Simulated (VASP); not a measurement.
# Cu (Cmcm) in VASP: further runs

The runs below take Cu through single point, with LDA.

Everything below comes from runs of VASP 6.6.1. Logs are shortened: lines on timing, memory, paths and dates and some standing lists are left out, and cuts for length are marked.

## 1. The cell of the first run

The structure is orthorhombic, space group Cmcm (No. 63). The conventional cell has a = 2.370 Å, b = 7.735 Å, c = 2.408 Å, α = 90.00°, β = 90.00°, γ = 90.00°. Cu (site symmetry m2m) has 10 Cu at 2.37 to 2.47 Å within 3.1 Å.

## 2. Single point, LDA

The input, INCAR:

```
SYSTEM = Cu
PREC = Accurate ; ENCUT = 520
EDIFF = 1E-7 ; ISMEAR = -1
SIGMA = 0.15 ; LREAL = .False.
LASPH = .True. ; NELM = 60
ALGO = Normal ; ISIF = 2
LWAVE = .False. ; LCHARG = .False.
NBANDS = 18
```

The input, KPOINTS:

```
Automatic mesh
0
Gamma
  12 12 12
  0 0 0
```

The input, POSCAR:

```
Cu
1.0
    1.1850644715     -3.8673808116      0.0000000000
    1.1850644715      3.8673808116      0.0000000000
    0.0000000000      0.0000000000      2.4076397489
Cu
2
Direct
    0.1338670000      0.8661330000      0.2500000000
    0.8661330000      0.1338670000      0.7500000000
```

Potentials or basis: VASP PAW LDA potentials, release 64 (Cu).

The run is started by

```bash
$ cat potpaw_LDA.64/Cu/POTCAR > POTCAR
$ mpirun -np 1 vasp_std > vasp.out
```

OUTCAR:

```text
SYSTEM = Cu
   PREC = Accurate
   ENCUT = 520
   EDIFF = 1E-7
   ISMEAR = -1
   LREAL = .False.
   LASPH = .True.
   NELM = 60
   ISIF = 2

 ion  position               nearest neighbor table
   1  0.134  0.866  0.250-   2 2.40   2 2.40   2 2.47   2 2.47   2 2.47   2 2.47
   2  0.866  0.134  0.750-   1 2.40   1 2.40   1 2.47   1 2.47   1 2.47   1 2.47

  LATTYP: Found a base centered orthorhombic cell.
 ALAT       =     2.3701289430
 B/A-ratio  =     3.2634349477
 C/A-ratio  =     1.0158264832

  Lattice vectors:

 A1 = (   1.1850644715,  -3.8673808116,   0.0000000000)
 A2 = (   1.1850644715,   3.8673808116,   0.0000000000)
 A3 = (   0.0000000000,   0.0000000000,   2.4076397489)

Analysis of symmetry for initial positions (statically):
=====================================================================
 Subroutine PRICEL returns:
 Original cell was already a primitive cell.

 Routine SETGRP: Setting up the symmetry group for a
 base centered orthorhombic supercell.

 Subroutine GETGRP returns: Found  8 space group operations
 (whereof  4 operations were pure point group operations)
 out of a pool of  8 trial point group operations.

The static configuration has the point symmetry C_2h.
 The point group associated with its full space group is D_2h.

Analysis of symmetry for dynamics (positions and initial velocities):
=====================================================================
 Subroutine PRICEL returns:
 Original cell was already a primitive cell.

 Routine SETGRP: Setting up the symmetry group for a
 base centered orthorhombic supercell.

 Subroutine GETGRP returns: Found  8 space group operations
 (whereof  4 operations were pure point group operations)
 out of a pool of  8 trial point group operations.

The dynamic configuration has the point symmetry C_2h.
 The point group associated with its full space group is D_2h.

 Subroutine INISYM returns: Found  8 space group operations
 (whereof  4 operations are pure point group operations),
 and found     1 'primitive' translations

----------------------------------------------------------------------------------------

                                     Primitive cell

  volume of cell :      22.0689

  direct lattice vectors                    reciprocal lattice vectors
     1.185064472 -3.867380812  0.000000000     0.421917973 -0.129286467  0.000000000
     1.185064472  3.867380812  0.000000000     0.421917973  0.129286467  0.000000000
     0.000000000  0.000000000  2.407639749     0.000000000  0.000000000  0.415344530

  length of vectors
     4.044874799  4.044874799  2.407639749     0.441281958  0.441281958  0.415344530

  position of ions in fractional coordinates (direct lattice)
     0.133867000  0.866133000  0.250000000
     0.866133000  0.133867000  0.750000000

  ion indices of the primitive-cell ions
   primitive index   ion index
                 1           1
                 2           2

----------------------------------------------------------------------------------------

 KPOINTS: Automatic mesh

Automatic generation of k-mesh.
 Grid dimensions read from file:
 generate k-points for:   12   12   12

 Generating k-lattice:

  Cartesian coordinates                     Fractional coordinates (reciprocal lattice)
     0.035159831 -0.010773872  0.000000000     0.083333333  0.000000000  0.000000000
     0.035159831  0.010773872  0.000000000     0.000000000  0.083333333  0.000000000
     0.000000000  0.000000000  0.034612044     0.000000000  0.000000000  0.083333333

  Length of vectors
     0.036773497  0.036773497  0.034612044

  Shift w.r.t. Gamma in fractional coordinates (k-lattice)
     0.000000000  0.000000000  0.000000000

 Subroutine IBZKPT returns following result:
 ===========================================

 Found    301 irreducible k-points:

 Following reciprocal coordinates:
            Coordinates               Weight
  0.000000  0.000000  0.000000      1.000000
  0.083333 -0.000000  0.000000      4.000000
  0.166667  0.000000  0.000000      4.000000
  0.250000  0.000000  0.000000      4.000000
  0.333333  0.000000  0.000000      4.000000
  0.416667  0.000000  0.000000      4.000000
[... 16 lines left out ...]
  0.500000  0.166667  0.000000      4.000000
 -0.416667  0.166667  0.000000      4.000000
 [... further k-points ...]
   k-points           NKPTS =    301   k-points in BZ     NKDIM =    301   number of bands    NBANDS=     18
   number of dos      NEDOS =    301   number of ions     NIONS =      2
   total plane-waves  NPLWV =  16200
   dimension x,y,z NGX =    30 NGY =   30 NGZ =   18
   dimension x,y,z NGXF=    60 NGYF=   60 NGZF=   36
   ions per type =               2
   NGX,Y,Z   is equivalent  to a cutoff of  12.33, 12.33, 12.43 a.u.
   NGXF,Y,Z  is equivalent  to a cutoff of  24.66, 24.66, 24.86 a.u.
 SYSTEM =  Cu
   PREC   = accura    normal or accurate (medium, high low for compatibility)
   ISTART =      0    job   : 0-new  1-cont  2-samecut
   ICHARG =      2    charge: 1-file 2-atom 10-const
   ISPIN  =      1    spin polarized calculation?
   LNONCOLLINEAR =      F non collinear calculations
   LSORBIT =      F    spin-orbit coupling
   LASPH  =      T    aspherical Exc in radial PAW
   ENCUT  =  520.0 eV  38.22 Ry    6.18 a.u.   7.52  7.52  4.48*2*pi/ulx,y,z
   NELM   =     60;   NELMIN=  2; NELMDL= -5     # of ELM steps
   EDIFF  = 0.1E-06   stopping-criterion for ELM
   LREAL  =      F    real-space projection
   EDIFFG = 0.1E-05   stopping-criterion for IOM
   NSW    =      0    number of steps for IOM
   IBRION =     -1    ionic relax: 0-MD 1-quasi-New 2-CG
   NFREE  =      0    steps in history (QN), initial steepest desc. (CG)
   ISIF   =      2    stress and relaxation
   ISYM   =      2    0-nonsym 1-usesym 2-fastsym
   POTIM  = 0.5000    time-step for ionic-motion
   TEBEG  =    0.0;   TEEND  =   0.0 temperature during run
   PSTRESS=    0.0 pullay stress
   NELECT =      22.0000    total number of electrons
   NUPDOWN=      -1.0000    fix difference up-down
   EMIN   =  10.00;   EMAX   =-10.00  energy-range for DOS
   EFERMI =   0.00;   METHOD = LEGACY
   ISMEAR =    -1;   SIGMA  =   0.15  broadening in eV -4-tet -1-fermi 0-gaus
   EFERMI_NEDOS =   21; number of points for ismear=-14 and -15
   IALGO  =     38    algorithm
   IMIX   =      4    mixing-type and parameters
     AMIX     =   0.40;   BMIX     =  1.00
     AMIX_MAG =   1.60;   BMIX_MAG =  1.00
  volume/ion in A,a.u.               =      11.03        74.46
  Fermi-wavevector in a.u.,A,eV,Ry     =   1.635393  3.090445 36.388941  2.674512
  Thomas-Fermi vector in A             =   2.726874
   LORBIT       =      0    0 simple, 1 ext, 2 COOP (PROOUT), +10 PAW based schemes
   GGA     = CA    functional components
   LHFCALC =     F    Hartree Fock is set to
   AEXX    =    0.0000 exact exchange contribution
   IVDW    =     0    specifies the selected vdW correction
   LEPSILON=     F    determine dielectric tensor
   LRPA    =     F    only Hartree local field effects (RPA)
 non-spin polarized calculation
  energy-cutoff  :      520.00
  volume of cell :       22.07
 maximum number of plane-waves:       611
   NGX = 15   NGY = 15   NGZ =  9

 number of electron      22.0000004 magnetization

 Free energy of the ion-electron system (eV)
  ---------------------------------------------------
  ext. energy  EPLUGINS =         0.00000000
  ---------------------------------------------------
  free energy    TOTEN  =        -9.09529600 eV

  energy without entropy =       -9.05391139  energy(sigma->0) =       -9.07460369

 E-fermi :   8.2306     XC(G=0): -13.4655

 val. band max:        8.2271961346   @ k =  -0.0833   0.0833   0.5000
 cond. band min:       8.2488248913   @ k =  -0.2500   0.1667   0.5000
 fundamental gap:      0.0216287567
 Fermi energy:         8.2305542159

 k-point     1 :       0.0000    0.0000    0.0000
  band No.  band energies     occupation
      1      -1.6532      2.00000
      2       2.7243      2.00000
      3       3.5455      2.00000
      4       4.0863      2.00000
      5       4.8918      2.00000
      6       5.1950      2.00000
[... 10 lines left out ...]
     17      28.8590      0.00000
     18      30.8547      0.00000

 k-point     2 :       0.0833   -0.0000    0.0000
  band No.  band energies     occupation
      1      -1.4405      2.00000
      2       2.8062      2.00000
      3       3.6311      2.00000
      4       4.1644      2.00000
      5       4.9177      2.00000
      6       5.1857      2.00000
[... 10 lines left out ...]
     17      29.5378      0.00000
     18      32.4670      0.00000

 k-point     3 :       0.1667    0.0000    0.0000
  band No.  band energies     occupation
      1      -0.8190      2.00000
      2       3.0113      2.00000
      3       3.8604      2.00000
      4       4.3667      2.00000
      5       4.9314      2.00000
      6       4.9870      2.00000
[... 10 lines left out ...]
     17      29.8457      0.00000
     18      32.9004      0.00000

 k-point     4 :       0.2500    0.0000    0.0000
  band No.  band energies     occupation
      1       0.1508      2.00000
      2       3.2389      2.00000
      3       4.1193      2.00000
      4       4.2264      2.00000
      5       4.8684      2.00000
      6       5.0737      2.00000
[... 375 lines left out ...]
      4       4.6540      2.00000
      5       4.7101      2.00000
      6       5.1643      2.00000
[... 10 lines left out ...]
     17      30.9316      0.00000
     18      31.1335      0.00000

 k-point    23 :       0.5000    0.1667    0.0000
  band No.  band energies     occupation
      1       1.8637      2.00000
      2       3.0152      2.00000
      3       4.1863      2.00000
      4       4.3602      2.00000
      5       4.7592      2.00000
      6       5.2558      2.00000
[... 10 lines left out ...]
     17      29.0396      0.00000
     18      30.6446      0.00000

 k-point    24 :      -0.4167    0.1667    0.0000
  band No.  band energies     occupation
      1       0.7692      2.00000
      2       3.0081      2.00000
      3       3.9682      2.00000
      4       4.2388      2.00000
      5       4.7415      2.00000
      6       5.2497      2.00000
[... 10 lines left out ...]
     17      29.8270      0.00000
     18      30.6527      0.00000

 [... further k-points ...]

------------------------ aborting loop because EDIFF is reached ----------------------------------------

  FORCE on cell =-STRESS in cart. coord.  units (eV):
  Direction    XX          YY          ZZ          XY          YZ          ZX
  --------------------------------------------------------------------------------------
  -------------------------------------------------------------------------------------
  Total        0.9260847      0.9952945      1.0585907      0.0000000     -0.0000000      0.0000000
  in kB       67.2327484     72.2573075     76.8525439      0.0000000     -0.0000000      0.0000000
  external PRESSURE =      72.1141999 kB  Pullay stress =       0.0000000 kB

 VOLUME and BASIS-vectors are now :
 -----------------------------------------------------------------------------
  energy-cutoff  :      520.00
  volume of cell :       22.07
      direct lattice vectors                 reciprocal lattice vectors
     1.185064472 -3.867380812  0.000000000     0.421917973 -0.129286467  0.000000000
     1.185064472  3.867380812  0.000000000     0.421917973  0.129286467  0.000000000
     0.000000000  0.000000000  2.407639749     0.000000000  0.000000000  0.415344530

 POSITION                                       TOTAL-FORCE (eV/Angst)
 -----------------------------------------------------------------------------------
      1.18506      2.83195      0.60191         0.000000      0.073789     -0.000000
      1.18506     -2.83195      1.80573         0.000000     -0.073789      0.000000
 -----------------------------------------------------------------------------------
    total drift:                                0.000000      0.000000      0.000000

  FREE ENERGIE OF THE ION-ELECTRON SYSTEM (eV)
  ---------------------------------------------------
  free  energy   TOTEN  =        -9.0952959955 eV

  energy  without entropy=       -9.0539113884  energy(sigma->0) =       -9.07460369
```

Run time: 3.5 min. Hardware: 1 thread of Intel Xeon 8259CL, shared host; peak memory 0.21 GiB.

What came out:

```yaml
Free_energy: -9.0953 eV
Pressure: 7.2 GPa
Largest_force: 0.074 eV/Å
Band_gap_on_the_k_mesh: zero (bands 11 and 12 overlap by 5.82 eV)
```

Forces on the atoms (eV/Å):
```
Cu   0.000  0.074  0.000
Cu   0.000 -0.074  0.000
```

Caveat: the cell stands under pressure.

## 3. Single point, LDA

This run uses another cell than the first one, of 11.35 Å³/atom.

The input, INCAR:

```
SYSTEM = Cu
PREC = Accurate ; ENCUT = 520
EDIFF = 1E-6 ; ISMEAR = -1
SIGMA = 0.15 ; LREAL = .FALSE.
LASPH = .TRUE. ; NELM = 60
ALGO = Normal ; ISIF = 2
LWAVE = .FALSE. ; LCHARG = .FALSE.
NBANDS = 18
```

The input, KPOINTS:

```
Automatic mesh
0
G
  12 12 12
  0 0 0
```

The input, POSCAR:

```
Cu
1.0
    1.1964054905     -3.9043914893      0.0000000000
    1.1964054905      3.9043914893      0.0000000000
    0.0000000000      0.0000000000      2.4306807638
Cu
2
Direct
    0.1338670000      0.8661330000      0.2500000000
    0.8661330000      0.1338670000      0.7500000000
```

Potentials or basis: VASP PAW LDA potentials, release 64 (Cu).

The run is started by

```bash
$ cat potpaw_LDA.64/Cu/POTCAR > POTCAR
$ mpirun -np 1 vasp_std > vasp.out
```

Run time: 3.5 min. Hardware: 1 thread of Intel Xeon 8259CL, shared host; peak memory 0.21 GiB.

It converged, with:

| Quantity | Value |
| --- | --- |
| Free energy | -9.1134 eV |
| Pressure | 1.9 GPa |
| Largest force | 0.029 eV/Å |
| Band gap on the k mesh | zero (bands 11 and 12 overlap by 5.73 eV) |

Forces in eV/Å, atoms in the order of the input:
```
Cu   0.000  0.029  0.000
Cu   0.000 -0.029  0.000
```

Stress tensor (GPa, compression positive):
```
1.72 0.00 0.00
0.00 1.77 0.00
0.00 0.00 2.26
```

Levels at points of the mesh, in eV from the Fermi level:
```
           k point  band 7  band 8  band 9  band 10  band 11  band 12  band 13  band 14  band 15  band 16
(0.00, 0.00, 0.00)   -2.48   -2.14   -1.93    -1.78    -1.51    -0.15     5.10    15.18    18.99    19.88
(0.50, 0.00, 0.00)   -2.88   -2.66   -2.25    -1.74    -0.50     1.37     2.59     7.23    13.32    16.29
(0.50, 0.50, 0.00)   -2.75   -2.46   -2.44    -2.03    -1.67    -1.60    14.08    15.85    16.02    18.19
(0.00, 0.00, 0.50)   -2.90   -2.90   -1.80    -1.80     0.01     0.01     8.49     8.49     9.82     9.82
(0.50, 0.00, 0.50)   -1.92   -1.92   -1.33    -1.33     3.79     3.79     7.77     7.77    10.04    10.04
(0.50, 0.50, 0.50)   -2.10   -2.10   -1.64    -1.64    -1.07    -1.07     3.94     3.94    18.44    18.44
```
